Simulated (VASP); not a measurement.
# BaMnAsF (P4/nmm) in VASP: single point with PBE+U

Aim: the single point of BaMnAsF with PBE+U.

All numbers are computed with VASP 6.6.1; they aren't measurements. Logs are shortened: lines on timing, memory, paths and dates and some standing lists are left out, and cuts for length are marked.

## (1) The cell of the first run

Symmetry: P4/nmm, No. 129, tetragonal system. The conventional cell has a = 4.386 Å, b = 4.386 Å, c = 9.772 Å, α = 90.00°, β = 90.00°, γ = 90.00°. Ba (site symmetry 4mm) has 4 F at 2.68 Å and 4 As at 3.59 Å within 3.6 Å. Mn (site symmetry -4m2) has 4 As at 2.68 Å and 4 Mn at 3.10 Å within 3.5 Å. Within 3.6 Å of As (site symmetry 4mm) lie 4 Mn at 2.68 Å and 4 Ba at 3.59 Å. F (site symmetry -4m2) has 4 Ba at 2.68 Å and 4 F at 3.10 Å within 3.5 Å.

## (2) Single point, PBE+U, collinear spin, antiferromagnetic start (23.50 Å³/atom)

Input file INCAR:

```
  ALGO = Normal
  EDIFF = 1E-6
  ENCUT = 600
  GGA = PE
  GGA_COMPAT = F
  ISIF = 2
  ISMEAR = 0
  ISPIN = 2
  LASPH = T
  LCHARG = F
  LDAU = T
  LDAUJ = 0 0 0 0
  LDAUL = -1 2 -1 -1
  LDAUPRINT = 1
  LDAUTYPE = 2
  LDAUU = 0 3.9 0 0
  LMAXMIX = 4
  LORBIT = 11
  LREAL = F
  LWAVE = F
  MAGMOM = 0 0 4.82 -4.82 0 0 0 0
  NBANDS = 49
  NELM = 200
  PREC = Accurate
  SIGMA = 0.05
```

Input file KPOINTS:

```
k-points
0
Gamma
  6 6 2
```

Input file POSCAR:

```
BaMnAsF
1.0
    4.3863547248      0.0000000000      0.0000000000
    0.0000000000      4.3863547248      0.0000000000
    0.0000000000      0.0000000000      9.7720836919
Ba Mn As F
2 2 2 2
Direct
    0.5000000000      0.0000000000      0.3432234845
    0.0000000000      0.5000000000      0.6567765155
    0.5000000000      0.5000000000      0.0000000000
    0.0000000000      0.0000000000      0.0000000000
    0.5000000000      0.0000000000      0.8420927259
    0.0000000000      0.5000000000      0.1579072741
    0.5000000000      0.5000000000      0.5000000000
    0.0000000000      0.0000000000      0.5000000000
```

Potentials or basis: VASP PAW PBE potentials, release 64 (Ba_sv, Mn_pv, As, F).

Command:

```console
$ cat potpaw_PBE.64/Ba_sv/POTCAR potpaw_PBE.64/Mn_pv/POTCAR potpaw_PBE.64/As/POTCAR potpaw_PBE.64/F/POTCAR > POTCAR
$ mpirun -np 1 vasp_std > vasp.out
```

OUTCAR:

```text
EDIFF = 1E-6
   ENCUT = 600
   GGA = PE
   ISIF = 2
   ISMEAR = 0
   ISPIN = 2
   LASPH = T
   LORBIT = 11
   LREAL = F
   NELM = 200
   PREC = Accurate

 ion  position               nearest neighbor table
   1  0.500  0.000  0.343-   7 2.68   8 2.68   7 2.68   8 2.68   6 3.59   6 3.59   6 3.59   6 3.59
                             2 4.36   2 4.36   2 4.36   2 4.36
   2  0.000  0.500  0.657-   7 2.68   8 2.68   8 2.68   7 2.68   5 3.59   5 3.59   5 3.59   5 3.59
                             1 4.36   1 4.36   1 4.36   1 4.36
   3  0.500  0.500  0.000-   5 2.68   6 2.68   5 2.68   6 2.68   4 3.10   4 3.10   4 3.10   4 3.10

   4  0.000  0.000  0.000-   5 2.68   6 2.68   6 2.68   5 2.68   3 3.10   3 3.10   3 3.10   3 3.10

   5  0.500  0.000  0.842-   3 2.68   4 2.68   3 2.68   4 2.68   2 3.59   2 3.59   2 3.59   2 3.59

   6  0.000  0.500  0.158-   3 2.68   4 2.68   4 2.68   3 2.68   1 3.59   1 3.59   1 3.59   1 3.59

   7  0.500  0.500  0.500-   1 2.68   2 2.68   1 2.68   2 2.68
   8  0.000  0.000  0.500-   1 2.68   2 2.68   2 2.68   1 2.68

  LATTYP: Found a simple tetragonal cell.
 ALAT       =     4.3863547248
 C/A-ratio  =     2.2278370777

  Lattice vectors:

 A1 = (   4.3863547248,   0.0000000000,   0.0000000000)
 A2 = (   0.0000000000,   4.3863547248,   0.0000000000)
 A3 = (   0.0000000000,   0.0000000000,   9.7720836919)

Analysis of symmetry for initial positions (statically):
=====================================================================
 Subroutine PRICEL returns:
 Original cell was already a primitive cell.

 Routine SETGRP: Setting up the symmetry group for a
 simple tetragonal supercell.

 Subroutine GETGRP returns: Found 16 space group operations
 (whereof  8 operations were pure point group operations)
 out of a pool of 16 trial point group operations.

The static configuration has the point symmetry D_2d.
 The point group associated with its full space group is D_4h.

Analysis of symmetry for dynamics (positions and initial velocities):
=====================================================================
 Subroutine PRICEL returns:
 Original cell was already a primitive cell.

 Routine SETGRP: Setting up the symmetry group for a
 simple tetragonal supercell.

 Subroutine GETGRP returns: Found 16 space group operations
 (whereof  8 operations were pure point group operations)
 out of a pool of 16 trial point group operations.

The dynamic configuration has the point symmetry D_2d.
 The point group associated with its full space group is D_4h.

Analysis of structural, dynamic, and magnetic symmetry:
=====================================================================
 Subroutine PRICEL returns:
 Original cell was already a primitive cell.

 Routine SETGRP: Setting up the symmetry group for a
 simple tetragonal supercell.

 Subroutine GETGRP returns: Found 16 space group operations
 (whereof  8 operations were pure point group operations)
 out of a pool of 16 trial point group operations.

The overall configuration has the point symmetry D_2d.
 The point group associated with its full space group is D_4h.

 Subroutine INISYM returns: Found 16 space group operations
 (whereof  8 operations are pure point group operations),
 and found     1 'primitive' translations

----------------------------------------------------------------------------------------

                                     Primitive cell

  volume of cell :     188.0159

  direct lattice vectors                    reciprocal lattice vectors
     4.386354725  0.000000000  0.000000000     0.227979738  0.000000000  0.000000000
     0.000000000  4.386354725  0.000000000     0.000000000  0.227979738  0.000000000
[... 167 lines left out ...]
  o =  0.9227  v =  0.0000 -0.0000 -1.0000 -0.0000  0.0000  0.0000  0.0000  0.0000  0.0000  0.0000      0.0000  0.0000  0.0000  0.0000  0.0000  0.0000  0.0000  0.0000  0.0000  0.0000
  o =  0.9266  v =  0.0000 -0.0000 -0.0000 -0.0000 -1.0000  0.0000  0.0000  0.0000  0.0000  0.0000      0.0000  0.0000  0.0000  0.0000  0.0000  0.0000  0.0000  0.0000  0.0000  0.0000

atom =   4  type =  2  l = 2

 onsite density matrix

spin component  1

  0.0467  0.0000  0.0000  0.0000 -0.0000
  0.0000  0.0648 -0.0000  0.0000 -0.0000
  0.0000 -0.0000  0.0298  0.0000 -0.0000
  0.0000  0.0000  0.0000  0.0648  0.0000
 -0.0000 -0.0000 -0.0000  0.0000  0.0654

spin component  2

  0.9136 -0.0000  0.0000 -0.0000 -0.0000
 -0.0000  0.9225  0.0000  0.0000  0.0000
  0.0000  0.0000  0.9227 -0.0000  0.0000
 -0.0000  0.0000 -0.0000  0.9225 -0.0000
 -0.0000  0.0000  0.0000 -0.0000  0.9266

 occupancies and eigenvectors

  o =  0.0298  v =  0.0000 -0.0000 -1.0000 -0.0000 -0.0000  0.0000  0.0000  0.0000  0.0000  0.0000      0.0000  0.0000  0.0000  0.0000  0.0000  0.0000  0.0000  0.0000  0.0000  0.0000
  o =  0.0467  v =  1.0000  0.0000  0.0000  0.0000  0.0000  0.0000  0.0000  0.0000  0.0000  0.0000      0.0000  0.0000  0.0000  0.0000  0.0000  0.0000  0.0000  0.0000  0.0000  0.0000
  o =  0.0648  v =  0.0000  0.0573  0.0000 -0.9984  0.0000  0.0000  0.0000  0.0000  0.0000  0.0000      0.0000  0.0000  0.0000  0.0000  0.0000  0.0000  0.0000  0.0000  0.0000  0.0000
  o =  0.0648  v =  0.0000  0.9984 -0.0000  0.0573  0.0000  0.0000  0.0000  0.0000  0.0000  0.0000      0.0000  0.0000  0.0000  0.0000  0.0000  0.0000  0.0000  0.0000  0.0000  0.0000
  o =  0.0654  v =  0.0000  0.0000  0.0000  0.0000 -1.0000  0.0000  0.0000  0.0000  0.0000  0.0000      0.0000  0.0000  0.0000  0.0000  0.0000  0.0000  0.0000  0.0000  0.0000  0.0000
  o =  0.9136  v =  0.0000  0.0000  0.0000  0.0000  0.0000  1.0000  0.0000  0.0000  0.0000  0.0000      0.0000  0.0000  0.0000  0.0000  0.0000  0.0000  0.0000  0.0000  0.0000  0.0000
  o =  0.9225  v =  0.0000  0.0000  0.0000  0.0000  0.0000  0.0000  0.1150  0.0000  0.9934 -0.0000      0.0000  0.0000  0.0000  0.0000  0.0000  0.0000  0.0000  0.0000  0.0000  0.0000
  o =  0.9225  v =  0.0000  0.0000  0.0000  0.0000  0.0000  0.0000  0.9934  0.0000 -0.1150 -0.0000      0.0000  0.0000  0.0000  0.0000  0.0000  0.0000  0.0000  0.0000  0.0000  0.0000
  o =  0.9227  v =  0.0000  0.0000  0.0000  0.0000  0.0000  0.0000 -0.0000  1.0000 -0.0000 -0.0000      0.0000  0.0000  0.0000  0.0000  0.0000  0.0000  0.0000  0.0000  0.0000  0.0000
  o =  0.9266  v =  0.0000  0.0000  0.0000  0.0000  0.0000  0.0000 -0.0000 -0.0000 -0.0000 -1.0000      0.0000  0.0000  0.0000  0.0000  0.0000  0.0000  0.0000  0.0000  0.0000  0.0000

 number of electron      69.9999952 magnetization      -0.0000000

 Free energy of the ion-electron system (eV)
  ---------------------------------------------------
  ext. energy  EPLUGINS =         0.00000000
  ---------------------------------------------------
  free energy    TOTEN  =       -46.34878401 eV

  energy without entropy =      -46.34878401  energy(sigma->0) =      -46.34878401

 E-fermi :   3.3874     XC(G=0):  -9.3046

 val. band max:        3.1461596407   @ k =   0.0000   0.0000   0.0000
 cond. band min:       4.5057705197   @ k =   0.0000   0.0000   0.0000
 fundamental gap:      1.3596108790
 Fermi energy:         3.3874339463

 spin component 1

 k-point     1 :       0.0000    0.0000    0.0000
  band No.  band energies     occupation
      1     -47.1983      1.00000
      2     -47.1697      1.00000
      3     -47.1697      1.00000
      4     -42.4982      1.00000
      5     -42.4901      1.00000
      6     -42.4901      1.00000
[... 989 lines left out ...]
     46       8.0832      0.00000
     47       8.2811      0.00000
 Fermi energy:         3.3874339463

 spin component 2

 k-point     1 :       0.0000    0.0000    0.0000
  band No.  band energies     occupation
      1     -47.1983      1.00000
      2     -47.1697      1.00000
      3     -47.1697      1.00000
      4     -42.4982      1.00000
      5     -42.4901      1.00000
      6     -42.4901      1.00000
[... 989 lines left out ...]
     46       8.0832      0.00000
     47       8.2811      0.00000
 [bands above 47 left out]

------------------------ aborting loop because EDIFF is reached ----------------------------------------

  FORCE on cell =-STRESS in cart. coord.  units (eV):
  Direction    XX          YY          ZZ          XY          YZ          ZX
  --------------------------------------------------------------------------------------
  -------------------------------------------------------------------------------------
  Total       -0.5123493     -0.5123493     -0.5274289      0.0000000     -0.0000000     -0.0000000
  in kB       -4.3659834     -4.3659834     -4.4944839      0.0000000     -0.0000000     -0.0000000
  external PRESSURE =      -4.4088169 kB  Pullay stress =       0.0000000 kB

 VOLUME and BASIS-vectors are now :
 -----------------------------------------------------------------------------
  energy-cutoff  :      600.00
  volume of cell :      188.02
      direct lattice vectors                 reciprocal lattice vectors
     4.386354725  0.000000000  0.000000000     0.227979738  0.000000000  0.000000000
     0.000000000  4.386354725  0.000000000     0.000000000  0.227979738  0.000000000
     0.000000000  0.000000000  9.772083692     0.000000000  0.000000000  0.102332320

 POSITION                                       TOTAL-FORCE (eV/Angst)
 -----------------------------------------------------------------------------------
      2.19318      0.00000      3.35401         0.000000      0.000000     -0.115123
      0.00000      2.19318      6.41808        -0.000000     -0.000000      0.115123
      2.19318      2.19318      0.00000         0.000000      0.000000      0.000000
      0.00000      0.00000      0.00000        -0.000000      0.000000      0.000000
      2.19318      0.00000      8.22900        -0.000000      0.000000      0.052231
      0.00000      2.19318      1.54308         0.000000      0.000000     -0.052231
      2.19318      2.19318      4.88604        -0.000000     -0.000000      0.000000
      0.00000      0.00000      4.88604        -0.000000      0.000000      0.000000
 -----------------------------------------------------------------------------------
    total drift:                                0.000000      0.000000      0.000000

  FREE ENERGIE OF THE ION-ELECTRON SYSTEM (eV)
  ---------------------------------------------------
  free  energy   TOTEN  =       -46.3487840143 eV

  energy  without entropy=      -46.3487840143  energy(sigma->0) =      -46.34878401

 total charge

# of ion       s       p       d       tot
------------------------------------------
    1        2.002   5.625   0.236   7.863
    2        2.002   5.625   0.236   7.863
    3        0.272   6.206   4.862  11.340
    4        0.272   6.206   4.862  11.340
    5        1.204   1.586   0.015   2.805
    6        1.204   1.586   0.015   2.805
    7        1.731   4.359   0.000   6.090
    8        1.731   4.359   0.000   6.090
--------------------------------------------------
tot         10.418  35.553  10.226  56.197

 magnetization (x)

# of ion       s       p       d       tot
------------------------------------------
    1        0.000   0.000   0.000   0.000
    2        0.000   0.000   0.000   0.000
    3        0.052   0.055   4.327   4.434
    4       -0.052  -0.055  -4.327  -4.434
    5        0.000   0.000   0.000   0.000
    6        0.000   0.000   0.000   0.000
    7       -0.000  -0.001   0.000  -0.001
    8        0.000   0.001   0.000   0.001
--------------------------------------------------
tot          0.000   0.000   0.000   0.000
```

Wall time 5.5 min (1 thread of Intel Xeon Platinum 8559C (Emerald Rapids), shared host); peak memory 0.62 GiB.

What came out:

| Item | Value |
| --- | --- |
| Free energy | -46.3488 eV |
| Pressure | -0.4 GPa |
| Largest force | 0.115 eV/Å |
| Band gap on the k mesh | 1.36 eV |
| Net moment | 0.00 μB per cell |
| Site moments | Ba +0.00; Mn +4.43, -4.43; As +0.00; F -0.00, +0.00 μB |
| Valence electrons inside the program's atomic spheres | Ba 7.86; Mn 11.34; As 2.81; F 6.09 |

Forces on the atoms (eV/Å):
```
Ba   0.000  0.000 -0.115
Ba   0.000  0.000  0.115
Mn   0.000  0.000  0.000
Mn   0.000  0.000  0.000
As   0.000  0.000  0.052
As   0.000  0.000 -0.052
F    0.000  0.000  0.000
F    0.000  0.000  0.000
```

Eigenvalues of the final occupation matrices:
```tsv
site	spin	trace	eigenvalues
site 3 d	1	4.61	0.91 0.92 0.92 0.92 0.93
site 3 d	2	0.27	0.03 0.05 0.06 0.06 0.07
site 4 d	1	0.27	0.03 0.05 0.06 0.06 0.07
site 4 d	2	4.61	0.91 0.92 0.92 0.92 0.93
```

Caveat: spin-orbit coupling is left out, which moves the levels of the heavy elements. A k mesh can miss the band edges.
